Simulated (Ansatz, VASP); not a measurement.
# MgSe in VASP and in Ansatz

Contents of INCAR:

```
SYSTEM = MgSe
  ALGO = Normal
  DIPOL = 0.5 0.5 0.500
  EDIFF = 1E-6
  ENCUT = 520
  GGA = PE
  GGA_COMPAT = .FALSE.
  IDIPOL = 3
  ISIF = 2
  ISMEAR = -1
  LASPH = .TRUE.
  LCHARG = .FALSE.
  LDIPOL = .TRUE.
  LREAL = .FALSE.
  LWAVE = .FALSE.
  NBANDS = 21
  NELM = 120
  NELMDL = -8
  PREC = Accurate
  SIGMA = 0.1
```

File KPOINTS:

```
k-points
0
G
  4 4 1
  0 0 0
```

File POSCAR:

```
MgSe
1.0
    3.8544390642      0.0000000000      0.0000000000
    1.9272195321      3.3380421470      0.0000000000
    0.0000000000      0.0000000000     19.8678407934
Mg Se
3 3
Direct
    0.0000000000      0.0000000000      0.3019955748
    0.6666666667      0.6666666667      0.4603991150
    0.3333333333      0.3333333333      0.6188026551
    0.3333333333      0.3333333333      0.3811973449
    0.0000000000      0.0000000000      0.5396008850
    0.6666666667      0.6666666667      0.6980044252
```

Input for Ansatz:

```yaml
crystal:
  lattice:
    - [3.8544390642478703, 0.0, 0.0]
    - [1.9272195321239352, 3.3380421469777755, 0.0]
    - [0.0, 0.0, 19.867840793381625]
  atoms:
    - { symbol: Mg, position: [0.0, 0.0, 0.3019955747782477] }
    - { symbol: Se, position: [0.33333333333333337, 0.3333333333333334, 0.3811973448669486] }
    - { symbol: Mg, position: [0.6666666666666669, 0.6666666666666667, 0.46039911495564956] }
    - { symbol: Se, position: [2.220446049250313e-16, 9.832306970236399e-17, 0.5396008850443504] }
    - { symbol: Mg, position: [0.33333333333333365, 0.33333333333333354, 0.6188026551330514] }
    - { symbol: Se, position: [0.666666666666667, 0.6666666666666667, 0.6980044252217523] }
kpoints:
  mp_grid:
    grid: [4, 4, 1]
hamiltonian:
  xc: pbe
efield:
  axis: 3
  dipole_correction: true
scf:
  occupations:
    method: fermi_dirac
    width: 0.1
output:
  write_potential: true
  forces: true
```

Alike in both runs: task single point; functional PBE; k mesh 4 × 4 × 1; occupations fermi-dirac, width 0.1 eV; no spin polarisation.

|  | VASP | Ansatz |
| --- | --- | --- |
| version | VASP 6.6.1 | Ansatz 0.2.0 |
| potentials or method | VASP PAW PBE potentials, release 64 (Mg, Se) | plane waves, PAW |
| plane-wave cutoff (eV) | 520 | 420 |
| valence electrons in the cell | 24 | 78 |

VASP gave:

* gap on the k mesh at the Fermi level (eV): none
* rms of the force components (eV/Å): 0.358

Problem. What did Ansatz give for the same quantities?

Solution. gap on the k mesh at the Fermi level (eV): none; rms of the force components (eV/Å): 0.361.

A gap of «none» marks a metal or a gap that the smearing closes. The functional is the same, so the differences come from potentials, cutoffs and numerics. VASP's potentials hold 24 valence electrons a cell and Ansatz's 78, so a difference there can come from the potentials and not from the codes. Ansatz's warnings: vacuum density over bound, xc potential rough in thin density.

The k mesh is coarse, so the values compare programs but aren't converged.
